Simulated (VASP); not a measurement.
Input of a VASP 6.6.1 run:

File INCAR:

```
SYSTEM = AlN
  ALGO = Normal
  EDIFF = 1E-7
  ENCUT = 520
  GGA = PE
  ISIF = 2
  ISMEAR = -1
  LASPH = .TRUE.
  LCHARG = .FALSE.
  LREAL = .FALSE.
  LWAVE = .FALSE.
  NBANDS = 11
  NELM = 100
  PREC = Accurate
  SIGMA = 0.02
```

Contents of KPOINTS:

```
k-points
0
G
  10 10 10
  0 0 0
```

POSCAR

```
AlN
1.0
    0.0000000000      2.0188684454      1.9861627766
    2.0188684454      0.0000000000      1.9861627766
    2.0188684454      2.0188684454      0.0000000000
Al N
1 1
Direct
    0.0000000000      0.0000000000      0.0000000000
    0.5000000000      0.5000000000      0.5000000000
```

Potentials or basis: VASP PAW PBE potentials, release 64 (Al, N).

Run with:

```bash
$ cat potpaw_PBE.64/Al/POTCAR potpaw_PBE.64/N/POTCAR > POTCAR
$ mpirun -np 1 vasp_std > vasp.out
```

(1) What does it give for the pressure?

(2) Estimate the band gap on the k mesh.

Results:

(1) 10.9 GPa.

(2) 4.67 eV, indirect (least direct gap 5.93 eV).

Caveat: the cell differs from its parent crystal (uniaxial z strain -1.6%).
